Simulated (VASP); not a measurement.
# Na (P6_3/mmc) in VASP: single point with LDA

Aim: the single point of Na with LDA.

All numbers are computed with VASP 6.6.1; they aren't measurements. Logs are shortened: lines on timing, memory, paths and dates and some standing lists are left out, and cuts for length are marked.

**1. The cell of the first run**

It takes space group P6_3/mmc (No. 194, hexagonal). The conventional cell has a = 3.614 Å, b = 3.614 Å, c = 5.905 Å, α = 90.00°, β = 90.00°, γ = 120.00°. Na (site symmetry -6m2) has 12 Na at 3.61 to 3.62 Å within 4.7 Å.

This isn't the form of Na at room conditions, which is bcc.

**2. Single point, LDA**

Input file INCAR:

```
PREC = Accurate
ENCUT = 500
EDIFF = 1E-6
ISMEAR = -1
SIGMA = 0.08
LREAL = False
LASPH = True
NELM = 120
ALGO = Normal
ISIF = 2
LWAVE = False
LCHARG = True
LELF = True
LVHAR = True
NBANDS = 22
GGA_COMPAT = False
```

Input file KPOINTS:

```
Automatic mesh
0
Gamma
  10 6 6
```

Input file POSCAR:

```
Na
1.0
   -1.8070846912      3.1299624987      0.0000000000
    0.0000000000      0.0000000000      5.9046714353
    5.4212540735      3.1299624988      0.0000000000
Na
4
Direct
    0.5000000000      0.2500000000      0.1666666670
    0.0000000000      0.2500000000      0.6666666670
    0.0000000000      0.7500000000      0.3333333330
    0.5000000000      0.7500000000      0.8333333330
```

Potentials or basis: VASP PAW LDA potentials, release 64 (Na_pv).

Command:

```
$ cat potpaw_LDA.64/Na_pv/POTCAR > POTCAR
$ mpirun -np 1 vasp_std > vasp.out
```

OUTCAR:

```text
PREC = Accurate
   ENCUT = 500
   EDIFF = 1E-6
   ISMEAR = -1
   LREAL = False
   LASPH = True
   NELM = 120
   ISIF = 2

 ion  position               nearest neighbor table
   1  0.500  0.250  0.167-
   2  0.000  0.250  0.667-
   3  0.000  0.750  0.333-
   4  0.500  0.750  0.833-

  LATTYP: Found a simple orthorhombic cell.
 ALAT       =     3.6141693824
 B/A-ratio  =     1.6337561444
 C/A-ratio  =     1.7320508076

  Lattice vectors:

 A1 = (  -1.8070846912,   3.1299624987,   0.0000000000)
 A2 = (   0.0000000000,   0.0000000000,   5.9046714353)
 A3 = (   5.4212540735,   3.1299624988,   0.0000000000)

Analysis of symmetry for initial positions (statically):
=====================================================================
 Subroutine PRICEL returns following result:

  LATTYP: Found a hexagonal cell.
 ALAT       =     3.6141693824
 C/A-ratio  =     1.6337561444

  Lattice vectors:

 A1 = (   1.8070846912,   3.1299624987,   0.0000000000)
 A2 = (  -3.6141693823,  -0.0000000001,   0.0000000000)
 A3 = (   0.0000000000,   0.0000000000,   5.9046714353)

   2 primitive cells build up your supercell.

 Routine SETGRP: Setting up the symmetry group for a
 simple orthorhombic supercell.

 Subroutine GETGRP returns: Found  8 space group operations
 (whereof  4 operations were pure point group operations)
 out of a pool of  8 trial point group operations.

The static configuration has the point symmetry C_2h.
 The point group associated with its full space group is D_2h.

Analysis of symmetry for dynamics (positions and initial velocities):
=====================================================================
 Subroutine PRICEL returns following result:

  LATTYP: Found a hexagonal cell.
 ALAT       =     3.6141693824
 C/A-ratio  =     1.6337561444

  Lattice vectors:

 A1 = (   1.8070846912,   3.1299624987,   0.0000000000)
 A2 = (  -3.6141693823,  -0.0000000001,   0.0000000000)
 A3 = (   0.0000000000,   0.0000000000,   5.9046714353)

   2 primitive cells build up your supercell.

 Routine SETGRP: Setting up the symmetry group for a
 simple orthorhombic supercell.

 Subroutine GETGRP returns: Found  8 space group operations
 (whereof  4 operations were pure point group operations)
 out of a pool of  8 trial point group operations.

The dynamic configuration has the point symmetry C_2h.
 The point group associated with its full space group is D_2h.

 Subroutine INISYM returns: Found  8 space group operations
 (whereof  4 operations are pure point group operations),
 and found     2 'primitive' translations

----------------------------------------------------------------------------------------

                                     Primitive cell

  volume of cell :      66.7949

  direct lattice vectors                    reciprocal lattice vectors
     1.807084691  3.129962499  0.000000000    -0.000000000  0.319492646  0.000000000
    -3.614169382 -0.000000000  0.000000000    -0.276688748  0.159746323  0.000000000
     0.000000000  0.000000000  5.904671435     0.000000000  0.000000000  0.169357434

  length of vectors
     3.614169382  3.614169382  5.904671435     0.319492646  0.319492646  0.169357434

  position of ions in fractional coordinates (direct lattice)
     0.666666667  0.333333333  0.250000000
     0.333333333  0.666666667  0.750000000

  ion indices of the primitive-cell ions
   primitive index   ion index
                 1           1
                 2           4

----------------------------------------------------------------------------------------

 KPOINTS: Automatic mesh

Automatic generation of k-mesh.
 Grid dimensions read from file:
 generate k-points for:   10    6    6

 Generating k-lattice:

  Cartesian coordinates                     Fractional coordinates (reciprocal lattice)
    -0.013834437  0.023961948  0.000000000     0.100000000  0.000000000  0.000000000
     0.000000000  0.000000000  0.028226239     0.000000000  0.166666667  0.000000000
     0.023057396  0.013312194  0.000000000    -0.000000000  0.000000000  0.166666667

  Length of vectors
     0.027668875  0.028226239  0.026624387

  Shift w.r.t. Gamma in fractional coordinates (k-lattice)
     0.000000000  0.000000000  0.000000000

 Subroutine IBZKPT returns following result:
 ===========================================

 Found     96 irreducible k-points:

 Following reciprocal coordinates:
            Coordinates               Weight
  0.000000  0.000000  0.000000      1.000000
  0.100000  0.000000  0.000000      2.000000
  0.200000  0.000000  0.000000      2.000000
  0.300000  0.000000  0.000000      2.000000
  0.400000  0.000000  0.000000      2.000000
  0.500000  0.000000  0.000000      1.000000
[... 16 lines left out ...]
  0.400000  0.500000  0.000000      2.000000
  0.500000  0.500000  0.000000      1.000000
 [... further k-points ...]
   k-points           NKPTS =     96   k-points in BZ     NKDIM =     96   number of bands    NBANDS=     22
   number of dos      NEDOS =    301   number of ions     NIONS =      4
   total plane-waves  NPLWV =  64512
   dimension x,y,z NGX =    28 NGY =   48 NGZ =   48
   dimension x,y,z NGXF=    56 NGYF=   96 NGZF=   96
   ions per type =               4
   NGX,Y,Z   is equivalent  to a cutoff of  12.88, 13.51, 12.75 a.u.
   NGXF,Y,Z  is equivalent  to a cutoff of  25.76, 27.03, 25.49 a.u.
 SYSTEM =  unknown system
   PREC   = accura    normal or accurate (medium, high low for compatibility)
   ISTART =      0    job   : 0-new  1-cont  2-samecut
   ICHARG =      2    charge: 1-file 2-atom 10-const
   ISPIN  =      1    spin polarized calculation?
   LNONCOLLINEAR =      F non collinear calculations
   LSORBIT =      F    spin-orbit coupling
   LASPH  =      T    aspherical Exc in radial PAW
   ENCUT  =  500.0 eV  36.75 Ry    6.06 a.u.   6.59 10.77 11.41*2*pi/ulx,y,z
   NELM   =    120;   NELMIN=  2; NELMDL= -5     # of ELM steps
   EDIFF  = 0.1E-05   stopping-criterion for ELM
   LREAL  =      F    real-space projection
   EDIFFG = 0.1E-04   stopping-criterion for IOM
   NSW    =      0    number of steps for IOM
   IBRION =     -1    ionic relax: 0-MD 1-quasi-New 2-CG
   NFREE  =      0    steps in history (QN), initial steepest desc. (CG)
   ISIF   =      2    stress and relaxation
   ISYM   =      2    0-nonsym 1-usesym 2-fastsym
   POTIM  = 0.5000    time-step for ionic-motion
   TEBEG  =    0.0;   TEEND  =   0.0 temperature during run
   PSTRESS=    0.0 pullay stress
   NELECT =      28.0000    total number of electrons
   NUPDOWN=      -1.0000    fix difference up-down
   EMIN   =  10.00;   EMAX   =-10.00  energy-range for DOS
   EFERMI =   0.00;   METHOD = LEGACY
   ISMEAR =    -1;   SIGMA  =   0.08  broadening in eV -4-tet -1-fermi 0-gaus
   EFERMI_NEDOS =   21; number of points for ismear=-14 and -15
   IALGO  =     38    algorithm
   IMIX   =      4    mixing-type and parameters
     AMIX     =   0.40;   BMIX     =  1.00
     AMIX_MAG =   1.60;   BMIX_MAG =  1.00
  volume/ion in A,a.u.               =      33.40       225.38
  Fermi-wavevector in a.u.,A,eV,Ry     =   0.972455  1.837674 12.866616  0.945670
  Thomas-Fermi vector in A             =   2.102755
   LORBIT       =      0    0 simple, 1 ext, 2 COOP (PROOUT), +10 PAW based schemes
   GGA     = CA    functional components
   LHFCALC =     F    Hartree Fock is set to
   AEXX    =    0.0000 exact exchange contribution
   IVDW    =     0    specifies the selected vdW correction
   LEPSILON=     F    determine dielectric tensor
   LRPA    =     F    only Hartree local field effects (RPA)
 non-spin polarized calculation
  energy-cutoff  :      500.00
  volume of cell :      133.59
 maximum number of plane-waves:      3422
 NGX is ok and might be reduce to    28
   NGX = 13   NGY = 21   NGZ = 23

 number of electron      28.0000035 magnetization

 Free energy of the ion-electron system (eV)
  ---------------------------------------------------
  ext. energy  EPLUGINS =         0.00000000
  ---------------------------------------------------
  free energy    TOTEN  =        -5.84503661 eV

  energy without entropy =       -5.81245089  energy(sigma->0) =       -5.82874375

 E-fermi :   0.4547     XC(G=0):  -7.0268

 val. band max:        0.4240308667   @ k =   0.5000   0.3333   0.1667
 cond. band min:       0.4926615564   @ k =   0.1000   0.1667   0.3333
 fundamental gap:      0.0686306896
 Fermi energy:         0.4546974699

 k-point     1 :       0.0000    0.0000    0.0000
  band No.  band energies     occupation
      1     -24.4463      2.00000
      2     -24.4420      2.00000
      3     -24.4339      2.00000
      4     -24.4232      2.00000
      5     -24.4135      2.00000
      6     -24.4065      2.00000
[... 14 lines left out ...]
     21       5.3319      0.00000
     22       8.0776      0.00000

 k-point     2 :       0.1000    0.0000    0.0000
  band No.  band energies     occupation
      1     -24.4450      2.00000
      2     -24.4408      2.00000
      3     -24.4327      2.00000
      4     -24.4222      2.00000
      5     -24.4156      2.00000
      6     -24.4071      2.00000
[... 14 lines left out ...]
     21       5.2107      0.00000
     22       7.0348      0.00000

 k-point     3 :       0.2000    0.0000    0.0000
  band No.  band energies     occupation
      1     -24.4414      2.00000
      2     -24.4376      2.00000
      3     -24.4296      2.00000
      4     -24.4209      2.00000
      5     -24.4196      2.00000
      6     -24.4115      2.00000
[... 14 lines left out ...]
     21       5.4870      0.00000
     22       6.7588      0.00000
[... 476 lines left out ...]
 k-point    23 :       0.4000    0.5000    0.0000
  band No.  band energies     occupation
      1     -24.4368      2.00000
      2     -24.4368      2.00000
      3     -24.4341      2.00000
      4     -24.4341      2.00000
      5     -24.4240      2.00000
      6     -24.4240      2.00000
[... 14 lines left out ...]
     21       5.3588      0.00000
     22       5.3588      0.00000

 k-point    24 :       0.5000    0.5000    0.0000
  band No.  band energies     occupation
      1     -24.4375      2.00000
      2     -24.4375      2.00000
      3     -24.4375      2.00000
      4     -24.4375      2.00000
      5     -24.4183      2.00000
      6     -24.4183      2.00000
[... 14 lines left out ...]
     21       5.0367      0.00000
     22       5.0367      0.00000

 [... further k-points ...]

------------------------ aborting loop because EDIFF is reached ----------------------------------------

  FORCE on cell =-STRESS in cart. coord.  units (eV):
  Direction    XX          YY          ZZ          XY          YZ          ZX
  --------------------------------------------------------------------------------------
  -------------------------------------------------------------------------------------
  Total       -0.0919087     -0.0092099     -0.0050138     -0.0716193      0.0000000      0.0000000
  in kB       -1.1022851     -0.1104570     -0.0601320     -0.8589484      0.0000000      0.0000000
  external PRESSURE =      -0.4242914 kB  Pullay stress =       0.0000000 kB

 VOLUME and BASIS-vectors are now :
 -----------------------------------------------------------------------------
  energy-cutoff  :      500.00
  volume of cell :      133.59
      direct lattice vectors                 reciprocal lattice vectors
    -1.807084691  3.129962499  0.000000000    -0.138344374  0.239619484  0.000000000
     0.000000000  0.000000000  5.904671435     0.000000000  0.000000000  0.169357434
     5.421254074  3.129962499  0.000000000     0.138344374  0.079873161  0.000000000

 POSITION                                       TOTAL-FORCE (eV/Angst)
 -----------------------------------------------------------------------------------
      0.00000      2.08664      1.47617         0.000018      0.000011      0.000000
      3.61417      2.08664      1.47617         0.000018      0.000011     -0.000000
      1.80708      1.04332      4.42850        -0.000018     -0.000011      0.000000
      3.61417      4.17328      4.42850        -0.000018     -0.000011      0.000000
 -----------------------------------------------------------------------------------
    total drift:                                0.000000      0.000000      0.000000

  FREE ENERGIE OF THE ION-ELECTRON SYSTEM (eV)
  ---------------------------------------------------
  free  energy   TOTEN  =        -5.8450366112 eV

  energy  without entropy=       -5.8124508934  energy(sigma->0) =       -5.82874375
```

It took 3 min on 1 thread of Intel Xeon 8259CL, shared host; peak memory 0.31 GiB.

What came out:

* Free energy: -5.8450 eV
* Pressure: 0.0 GPa
* Band gap on the k mesh: zero (bands 14 and 15 overlap by 2.65 eV)

Levels at points of the mesh, in eV from the Fermi level:
| k point | band 10 | band 11 | band 12 | band 13 | band 14 | band 15 | band 16 | band 17 | band 18 | band 19 |
| --- | --- | --- | --- | --- | --- | --- | --- | --- | --- | --- |
| (0.00, 0.00, 0.00) | -24.85 | -24.85 | -24.85 | -3.50 | 0.27 | 0.39 | 0.60 | 1.03 | 4.07 | 4.13 |
| (0.50, 0.00, 0.00) | -24.87 | -24.86 | -24.86 | -0.60 | -0.60 | 2.82 | 2.82 | 2.95 | 2.95 | 3.22 |
| (0.00, 0.50, 0.00) | -24.85 | -24.85 | -24.85 | -2.39 | -2.39 | 1.14 | 1.14 | 1.64 | 1.64 | 5.86 |
| (0.50, 0.50, 0.00) | -24.86 | -24.86 | -24.86 | 0.44 | 0.44 | 0.44 | 0.44 | 3.75 | 3.75 | 3.75 |
| (0.00, 0.00, 0.50) | -24.85 | -24.85 | -24.85 | -2.51 | -2.51 | 1.47 | 1.47 | 1.96 | 1.96 | 5.01 |
| (0.50, 0.00, 0.50) | -24.86 | -24.86 | -24.86 | 0.27 | 0.27 | 0.39 | 0.39 | 4.07 | 4.07 | 4.13 |
| (0.00, 0.50, 0.50) | -24.86 | -24.86 | -24.86 | -1.43 | -1.43 | -1.43 | -1.43 | 5.74 | 5.74 | 5.74 |
| (0.50, 0.50, 0.50) | -24.86 | -24.86 | -24.86 | 1.14 | 1.14 | 1.14 | 1.14 | 1.64 | 1.64 | 1.64 |

The gap in the log of VASP goes by the Fermi energy; the results here count the filled bands.